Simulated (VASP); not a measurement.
A run of VASP 6.6.1 is set up as follows.

The input INCAR:

```
PREC = Accurate
ENCUT = 520
EDIFF = 1E-7
ISMEAR = 0
SIGMA = 0.01
LREAL = F
LASPH = T
NELM = 100
ALGO = Normal
ISIF = 2
LWAVE = F
LCHARG = F
GGA = PE
NBANDS = 44
```

The input KPOINTS:

```
regular mesh
0
Gamma
  6 6 6
```

Contents of POSCAR:

```
LaAgS2
1.0
    2.2528086076      1.3006596560     10.2609397121
   -2.2528086076      1.3006596560     10.2609397121
    0.0000000000     -2.6013193121     10.2609397121
Ag La S
2 2 4
Direct
    0.8539073340      0.8539073340      0.8539073340
    0.1460926660      0.1460926660      0.1460926660
    0.3896190939      0.3896190939      0.3896190939
    0.6103809061      0.6103809061      0.6103809061
    0.5000000000      0.5000000000      0.5000000000
    0.7514607060      0.7514607060      0.7514607060
    1.0000000000      0.0000000000      0.0000000000
    0.2485392940      0.2485392940      0.2485392940
```

Potentials or basis: VASP PAW PBE potentials, release 64 (Ag, La, S).

Launch:

```console
$ cat potpaw_PBE.64/Ag/POTCAR potpaw_PBE.64/La/POTCAR potpaw_PBE.64/S/POTCAR > POTCAR
$ mpirun -np 1 vasp_std > vasp.out
```

Question: What does it give for the band gap on the k mesh?

Answer: 0.74 eV.

Question: What does it give for the largest force?

Answer: 0.106 eV/Å.

Question: Estimate the pressure.

Answer: 2.1 GPa.

Stress tensor (GPa, compression positive):
```
2.45 0.00 0.00
0.00 2.45 0.00
0.00 0.00 1.36
```

Caveat: semilocal functionals underestimate gaps, and a narrow one can read as zero; spin-orbit coupling is left out, which moves the levels of the heavy elements. A k mesh can miss the band edges.
